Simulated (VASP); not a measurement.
Write the native input for VASP 6.6.1 that does the following.

* Task: single point
* Functional: r2SCAN
* Potentials or basis: VASP PAW PBE potentials, release 64 (Pt)
* Cutoff: 520 eV
* k mesh: 7 × 7 × 7
* Occupations: fermi-dirac, width 0.1 eV
* Spin: no spin polarisation
* Dipole correction: no
* Further INCAR settings: ALGO = Normal; EDIFF = 1e-07; NBANDS = 11

Pt:

```xyz
1
Lattice="0.0000 1.9706 1.9706 1.9706 0.0000 1.9706 1.9706 1.9706 0.0000" Properties=species:S:1:pos:R:3 pbc="T T T"
Pt    0.0000    0.0000    0.0000
```

One way to write it, as run:

POSCAR

```
Pt
1.0
    0.0000000000      1.9705765475      1.9705765475
    1.9705765475      0.0000000000      1.9705765475
    1.9705765475      1.9705765475      0.0000000000
Pt
1
Direct
    0.0000000000      0.0000000000      0.0000000000
```

INCAR.step1

```
SYSTEM = Pt
ALGO     = Normal         ! electronic algorithm
EDIFF    = 1E-4           ! SCF threshold, eV
ENCUT    = 520            ! plane-wave cutoff, eV
GGA      = PE             ! functional
ISMEAR   = -1             ! smearing method
LASPH    = .TRUE.         ! aspherical terms in the spheres
LCHARG   = .FALSE.        ! write CHGCAR
LREAL    = .FALSE.        ! projectors in reciprocal space
LWAVE    = .TRUE.         ! write WAVECAR
NBANDS   = 11             ! bands
NELM     = 100            ! most SCF steps
PREC     = Accurate       ! precision mode
SIGMA    = 0.1            ! smearing width, eV
```

INCAR.step2

```
SYSTEM = Pt
ALGO     = Normal         ! electronic algorithm
EDIFF    = 1E-7           ! SCF threshold, eV
ENCUT    = 520            ! plane-wave cutoff, eV
ISIF     = 2              ! what is computed and relaxed
ISMEAR   = -1             ! smearing method
ISTART   = 1            
LASPH    = .TRUE.         ! aspherical terms in the spheres
LCHARG   = .FALSE.        ! write CHGCAR
LMIXTAU  = .TRUE.       
LREAL    = .FALSE.        ! projectors in reciprocal space
LWAVE    = .FALSE.        ! write WAVECAR
METAGGA  = R2SCAN         ! meta-GGA
NBANDS   = 11             ! bands
NELM     = 100            ! most SCF steps
PREC     = Accurate       ! precision mode
SIGMA    = 0.1            ! smearing width, eV
```

KPOINTS

```
k-points
0
G
  7 7 7
  0 0 0
```

Potentials or basis: VASP PAW PBE potentials, release 64 (Pt).

The run is started by

```bash
$ cat potpaw_PBE.64/Pt/POTCAR > POTCAR
$ cp INCAR.step1 INCAR
$ mpirun -np 1 vasp_std > vasp.out
$ cp INCAR.step2 INCAR
$ mpirun -np 1 vasp_std > vasp.out
```

Results of the run:

| Property | Result |
| --- | --- |
| Pressure | 2.1 GPa |
| Band gap on the k mesh | zero (bands 5 and 6 overlap by 2.10 eV) |

Caveat: the k points lie up to 0.39 Å⁻¹ apart, too coarse for converged energies and pressures of a metal; the PAW data sets were made with another functional, which shifts forces and pressure a little; spin-orbit coupling is left out, which moves the levels of the heavy elements.

Wall time 28 s on 1 thread of Intel Xeon 8259CL, on a shared host, peak memory 0.15 GiB.
